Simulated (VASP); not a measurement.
Here is a VASP 6.6.1 calculation.

The input INCAR:

```
SYSTEM = GaO2
PREC     = Accurate       ! precision mode
ENCUT    = 520            ! plane-wave cutoff, eV
EDIFF    = 1E-7           ! SCF threshold, eV
ISMEAR   = 0              ! smearing method
SIGMA    = 0.1            ! smearing width, eV
LREAL    = .False.        ! projectors in reciprocal space
LASPH    = .True.         ! aspherical terms in the spheres
NELM     = 150            ! most SCF steps
ALGO     = Normal         ! electronic algorithm
ISIF     = 2              ! what is computed and relaxed
LWAVE    = .False.        ! write WAVECAR
LCHARG   = .False.        ! write CHGCAR
ISPIN    = 2              ! spin polarisation
MAGMOM   = 0 0.52 0.52    ! initial moments
LORBIT   = 11             ! projections on sites
GGA      = PE             ! functional
NBANDS   = 24             ! bands
```

File KPOINTS:

```
Automatic mesh
0
Gamma
  6 6 6
  0 0 0
```

The input POSCAR:

```
GaO2
1.0
    1.4956067081      0.8634889355      5.2091075996
   -1.4956067081      0.8634889355      5.2091075996
    0.0000000000     -1.7269778710      5.2091075996
Ga O
1 2
Direct
   -0.0000089524     -0.0000089524     -0.0000089524
    0.7347761849      0.7347761849      0.7347761849
    0.5985327675      0.5985327675      0.5985327675
```

Potentials or basis: VASP PAW PBE potentials, release 64 (Ga_d, O).

The run is started by

```bash
$ cat potpaw_PBE.64/Ga_d/POTCAR potpaw_PBE.64/O/POTCAR > POTCAR
$ mpirun -np 1 vasp_std > vasp.out
```

(1) Predict the band gap on the k mesh.

(2) Predict the site moments.

(3) What does it give for the pressure?

(4) What does it give for the net moment?

Results:

(1) 0.48 eV.

(2) Ga -0.04; O +0.44 μB.

(3) 0.7 GPa.

(4) 1.00 μB per cell.
